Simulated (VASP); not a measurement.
# PbSe (F-43m) in VASP: settings compared

The runs below take PbSe through single point, with PBEsol, HSE06.

Program: VASP 6.6.1. These are calculated values, not measurements. Logs are shortened: lines on timing, memory, paths and dates and some standing lists are left out, and cuts for length are marked.

**1. The cell of the first run**

The structure is cubic, space group F-43m (No. 216). The conventional cell has a = 6.846 Å, b = 6.846 Å, c = 6.846 Å, α = 90.00°, β = 90.00°, γ = 90.00°. Within 3.9 Å of Pb (site symmetry -43m) lie 4 Se at 2.96 Å. Within 3.9 Å of Se (site symmetry -43m) lie 4 Pb at 2.96 Å.

**2. Single point, PBEsol**

The input, INCAR:

```
ALGO = Normal
EDIFF = 1E-6
ENCUT = 520
GGA = PS
ISIF = 2
ISMEAR = 0
ISYM = 0
LASPH = T
LCHARG = F
LREAL = F
LWAVE = F
NBANDS = 17
NELM = 100
PREC = Accurate
SIGMA = 0.01
```

The input, KPOINTS:

```
k-points
0
Gamma
  4 4 4
```

The input, POSCAR:

```
PbSe
1.0
    0.0000000000      3.4232041400      3.4232041400
    3.4232041400      0.0000000000      3.4232041400
    3.4232041400      3.4232041400      0.0000000000
Pb Se
1 1
Direct
    0.0000000000      0.0000000000      0.0000000000
    0.2500000000      0.2500000000      0.2500000000
```

Potentials or basis: VASP PAW PBE potentials, release 64 (Pb_d, Se).

Command:

```bash
cat potpaw_PBE.64/Pb_d/POTCAR potpaw_PBE.64/Se/POTCAR > POTCAR
mpirun -np 1 vasp_std > vasp.out
```

OUTCAR:

```text
EDIFF = 1E-6
   ENCUT = 520
   GGA = PS
   ISIF = 2
   ISMEAR = 0
   ISYM = 0
   LASPH = T
   LREAL = F
   NELM = 100
   PREC = Accurate

 ion  position               nearest neighbor table
   1  0.000  0.000  0.000-   2 2.96   2 2.96   2 2.96   2 2.96
   2  0.250  0.250  0.250-   1 2.96   1 2.96   1 2.96   1 2.96

IMPORTANT INFORMATION: All symmetrisations will be switched off!
NOSYMM: (Re-)initialisation of all symmetry stuff for point group C_1.

----------------------------------------------------------------------------------------

                                     Primitive cell

  volume of cell :      80.2284

  direct lattice vectors                    reciprocal lattice vectors
     0.000000000  3.423204140  3.423204140    -0.146061987  0.146061987  0.146061987
     3.423204140  0.000000000  3.423204140     0.146061987 -0.146061987  0.146061987
     3.423204140  3.423204140  0.000000000     0.146061987  0.146061987 -0.146061987

  length of vectors
     4.841141722  4.841141722  4.841141722     0.252986783  0.252986783  0.252986783

  position of ions in fractional coordinates (direct lattice)
     0.000000000  0.000000000  0.000000000
     0.250000000  0.250000000  0.250000000

  ion indices of the primitive-cell ions
   primitive index   ion index
                 1           1
                 2           2

----------------------------------------------------------------------------------------

 KPOINTS: k-points

Automatic generation of k-mesh.
 Grid dimensions read from file:
 generate k-points for:    4    4    4

 Generating k-lattice:

  Cartesian coordinates                     Fractional coordinates (reciprocal lattice)
    -0.036515497  0.036515497  0.036515497     0.250000000  0.000000000  0.000000000
     0.036515497 -0.036515497  0.036515497     0.000000000  0.250000000  0.000000000
     0.036515497  0.036515497 -0.036515497     0.000000000  0.000000000  0.250000000

  Length of vectors
     0.063246696  0.063246696  0.063246696

  Shift w.r.t. Gamma in fractional coordinates (k-lattice)
     0.000000000  0.000000000  0.000000000

 Subroutine IBZKPT returns following result:
 ===========================================

 Found     36 irreducible k-points:

 Following reciprocal coordinates:
            Coordinates               Weight
  0.000000  0.000000  0.000000      1.000000
  0.250000  0.000000  0.000000      2.000000
  0.000000  0.250000  0.000000      2.000000
  0.000000  0.000000  0.250000      2.000000
  0.250000  0.250000  0.250000      2.000000
  0.500000  0.000000  0.000000      1.000000
[... 16 lines left out ...]
  0.250000  0.500000  0.500000      2.000000
  0.500000  0.000000  0.250000      2.000000
 [... further k-points ...]
   k-points           NKPTS =     36   k-points in BZ     NKDIM =     36   number of bands    NBANDS=     17
   number of dos      NEDOS =    301   number of ions     NIONS =      2
   total plane-waves  NPLWV =  46656
   dimension x,y,z NGX =    36 NGY =   36 NGZ =   36
   dimension x,y,z NGXF=    72 NGYF=   72 NGZF=   72
   ions per type =               1   1
   NGX,Y,Z   is equivalent  to a cutoff of  12.36, 12.36, 12.36 a.u.
   NGXF,Y,Z  is equivalent  to a cutoff of  24.72, 24.72, 24.72 a.u.
 SYSTEM =  unknown system
   PREC   = accura    normal or accurate (medium, high low for compatibility)
   ISTART =      0    job   : 0-new  1-cont  2-samecut
   ICHARG =      2    charge: 1-file 2-atom 10-const
   ISPIN  =      1    spin polarized calculation?
   LNONCOLLINEAR =      F non collinear calculations
   LSORBIT =      F    spin-orbit coupling
   LASPH  =      T    aspherical Exc in radial PAW
   ENCUT  =  520.0 eV  38.22 Ry    6.18 a.u.   9.00  9.00  9.00*2*pi/ulx,y,z
   NELM   =    100;   NELMIN=  2; NELMDL= -5     # of ELM steps
   EDIFF  = 0.1E-05   stopping-criterion for ELM
   LREAL  =      F    real-space projection
   EDIFFG = 0.1E-04   stopping-criterion for IOM
   NSW    =      0    number of steps for IOM
   IBRION =     -1    ionic relax: 0-MD 1-quasi-New 2-CG
   NFREE  =      0    steps in history (QN), initial steepest desc. (CG)
   ISIF   =      2    stress and relaxation
   ISYM   =      0    0-nonsym 1-usesym 2-fastsym
   POTIM  = 0.5000    time-step for ionic-motion
   TEBEG  =    0.0;   TEEND  =   0.0 temperature during run
   PSTRESS=    0.0 pullay stress
   NELECT =      20.0000    total number of electrons
   NUPDOWN=      -1.0000    fix difference up-down
   EMIN   =  10.00;   EMAX   =-10.00  energy-range for DOS
   EFERMI =   0.00;   METHOD = LEGACY
   ISMEAR =     0;   SIGMA  =   0.01  broadening in eV -4-tet -1-fermi 0-gaus
   EFERMI_NEDOS =   21; number of points for ismear=-14 and -15
   IALGO  =     38    algorithm
   IMIX   =      4    mixing-type and parameters
     AMIX     =   0.40;   BMIX     =  1.00
     AMIX_MAG =   1.60;   BMIX_MAG =  1.00
  volume/ion in A,a.u.               =      40.11       270.70
  Fermi-wavevector in a.u.,A,eV,Ry     =   1.030328  1.947037 14.443606  1.061575
  Thomas-Fermi vector in A             =   2.164420
   LORBIT       =      0    0 simple, 1 ext, 2 COOP (PROOUT), +10 PAW based schemes
   GGA     = PS    functional components
   LHFCALC =     F    Hartree Fock is set to
   AEXX    =    0.0000 exact exchange contribution
   IVDW    =     0    specifies the selected vdW correction
   LEPSILON=     F    determine dielectric tensor
   LRPA    =     F    only Hartree local field effects (RPA)
 non-spin polarized calculation
 Gauss-broadening in eV      SIGMA  =   0.01
  energy-cutoff  :      520.00
  volume of cell :       80.23
 maximum number of plane-waves:      2200
   NGX = 17   NGY = 17   NGZ = 17

 number of electron      20.0000005 magnetization

 Free energy of the ion-electron system (eV)
  ---------------------------------------------------
  ext. energy  EPLUGINS =         0.00000000
  ---------------------------------------------------
  free energy    TOTEN  =        -8.38879681 eV

  energy without entropy =       -8.38879681  energy(sigma->0) =       -8.38879681

 E-fermi :   2.3254     XC(G=0):  -7.9328

 val. band max:        2.2137224524   @ k =   0.2500  -0.2500   0.5000
 cond. band min:       2.7570804294   @ k =   0.0000   0.5000   0.5000
 fundamental gap:      0.5433579770
 Fermi energy:         2.3253943156

 k-point     1 :       0.0000    0.0000    0.0000
  band No.  band energies     occupation
      1     -14.5266      2.00000
      2     -14.5266      2.00000
      3     -14.5266      2.00000
      4     -14.4940      2.00000
      5     -14.4940      2.00000
      6     -10.6063      2.00000
[... 9 lines left out ...]
     16      10.3804      0.00000
     17      11.1264      0.00000

 k-point     2 :       0.2500    0.0000    0.0000
  band No.  band energies     occupation
      1     -14.5402      2.00000
      2     -14.5221      2.00000
      3     -14.5221      2.00000
      4     -14.4934      2.00000
      5     -14.4934      2.00000
      6     -10.3364      2.00000
[... 9 lines left out ...]
     16       9.5346      0.00000
     17      10.5926      0.00000

 k-point     3 :       0.0000    0.2500    0.0000
  band No.  band energies     occupation
      1     -14.5402      2.00000
      2     -14.5221      2.00000
      3     -14.5221      2.00000
      4     -14.4934      2.00000
      5     -14.4934      2.00000
      6     -10.3364      2.00000
[... 9 lines left out ...]
     16       9.5346      0.00000
     17      10.5926      0.00000

 k-point     4 :       0.0000    0.0000    0.2500
  band No.  band energies     occupation
      1     -14.5402      2.00000
      2     -14.5221      2.00000
      3     -14.5221      2.00000
      4     -14.4934      2.00000
      5     -14.4934      2.00000
      6     -10.3364      2.00000
[... 9 lines left out ...]
     16       9.5346      0.00000
     17      10.5926      0.00000

 k-point     5 :       0.2500    0.2500    0.2500
  band No.  band energies     occupation
      1     -14.5402      2.00000
      2     -14.5221      2.00000
      3     -14.5221      2.00000
      4     -14.4934      2.00000
      5     -14.4934      2.00000
      6     -10.3364      2.00000
[... 9 lines left out ...]
     16       9.5346      0.00000
     17      10.5926      0.00000

 k-point     6 :       0.5000    0.0000    0.0000
  band No.  band energies     occupation
      1     -14.5536      2.00000
      2     -14.5187      2.00000
      3     -14.5187      2.00000
      4     -14.4916      2.00000
      5     -14.4916      2.00000
      6     -10.0064      2.00000
[... 9 lines left out ...]
     16      10.4956      0.00000
     17      10.4956      0.00000

 k-point     7 :       0.0000    0.5000    0.0000
  band No.  band energies     occupation
      1     -14.5536      2.00000
      2     -14.5187      2.00000
      3     -14.5187      2.00000
      4     -14.4916      2.00000
      5     -14.4916      2.00000
      6     -10.0064      2.00000
[... 9 lines left out ...]
     16      10.4956      0.00000
     17      10.4956      0.00000

 k-point     8 :       0.0000    0.0000    0.5000
  band No.  band energies     occupation
      1     -14.5536      2.00000
      2     -14.5187      2.00000
      3     -14.5187      2.00000
      4     -14.4916      2.00000
      5     -14.4916      2.00000
      6     -10.0064      2.00000
[... 9 lines left out ...]
     16      10.4956      0.00000
     17      10.4956      0.00000
[... 203 lines left out ...]
      1     -14.5612      2.00000
      2     -14.5145      2.00000
      3     -14.5125      2.00000
      4     -14.4964      2.00000
      5     -14.4902      2.00000
      6      -9.8971      2.00000
[... 9 lines left out ...]
     16      10.8797      0.00000
     17      11.5382      0.00000

 k-point    20 :       0.5000    0.5000    0.2500
  band No.  band energies     occupation
      1     -14.5612      2.00000
      2     -14.5145      2.00000
      3     -14.5125      2.00000
      4     -14.4964      2.00000
      5     -14.4902      2.00000
      6      -9.8971      2.00000
[... 9 lines left out ...]
     16      10.8797      0.00000
     17      11.5382      0.00000

 k-point    21 :       0.0000    0.2500    0.5000
  band No.  band energies     occupation
      1     -14.5612      2.00000
      2     -14.5145      2.00000
      3     -14.5125      2.00000
      4     -14.4964      2.00000
      5     -14.4902      2.00000
      6      -9.8971      2.00000
[... 9 lines left out ...]
     16      10.8797      0.00000
     17      11.5382      0.00000

 k-point    22 :      -0.2500    0.2500   -0.2500
  band No.  band energies     occupation
      1     -14.5612      2.00000
      2     -14.5145      2.00000
      3     -14.5125      2.00000
      4     -14.4964      2.00000
      5     -14.4902      2.00000
      6      -9.8971      2.00000
[... 9 lines left out ...]
     16      10.8797      0.00000
     17      11.5382      0.00000

 k-point    23 :       0.2500    0.5000    0.5000
  band No.  band energies     occupation
      1     -14.5612      2.00000
      2     -14.5145      2.00000
      3     -14.5125      2.00000
      4     -14.4964      2.00000
      5     -14.4902      2.00000
      6      -9.8971      2.00000
[... 9 lines left out ...]
     16      10.8797      0.00000
     17      11.5382      0.00000

 k-point    24 :       0.5000    0.0000    0.2500
  band No.  band energies     occupation
      1     -14.5612      2.00000
      2     -14.5145      2.00000
      3     -14.5125      2.00000
      4     -14.4964      2.00000
      5     -14.4902      2.00000
      6      -9.8971      2.00000
[... 9 lines left out ...]
     16      10.8797      0.00000
     17      11.5382      0.00000

 [... further k-points ...]
[... 5 lines left out ...]
  --------------------------------------------------------------------------------------
  -------------------------------------------------------------------------------------
  Total       -0.4788333     -0.4788364     -0.4788364      0.0000070      0.0000046      0.0000070
  in kB       -9.5623916     -9.5624540     -9.5624533      0.0001400      0.0000925      0.0001407
  external PRESSURE =      -9.5624330 kB  Pullay stress =       0.0000000 kB

 VOLUME and BASIS-vectors are now :
 -----------------------------------------------------------------------------
  energy-cutoff  :      520.00
  volume of cell :       80.23
      direct lattice vectors                 reciprocal lattice vectors
     0.000000000  3.423204140  3.423204140    -0.146061987  0.146061987  0.146061987
     3.423204140  0.000000000  3.423204140     0.146061987 -0.146061987  0.146061987
     3.423204140  3.423204140  0.000000000     0.146061987  0.146061987 -0.146061987

 POSITION                                       TOTAL-FORCE (eV/Angst)
 -----------------------------------------------------------------------------------
      0.00000      0.00000      0.00000         0.000001      0.000001     -0.000005
      1.71160      1.71160      1.71160        -0.000001     -0.000001      0.000005
 -----------------------------------------------------------------------------------
    total drift:                                0.000004      0.000012     -0.000011

  FREE ENERGIE OF THE ION-ELECTRON SYSTEM (eV)
  ---------------------------------------------------
  free  energy   TOTEN  =        -8.3887968064 eV

  energy  without entropy=       -8.3887968064  energy(sigma->0) =       -8.38879681
```

Wall time 18 s (1 thread of Intel Xeon 6975P-C (Granite Rapids), shared host); peak memory 0.22 GiB.

Results:

- Free energy: -8.3888 eV
- Pressure: -1.0 GPa
- Band gap on the k mesh: 0.54 eV, indirect (least direct gap 1.09 eV)

Caveat: the PAW data sets were made with another functional, which shifts forces and pressure a little; spin-orbit coupling is left out, which moves the levels of the heavy elements.

[end of part 1 of 2]
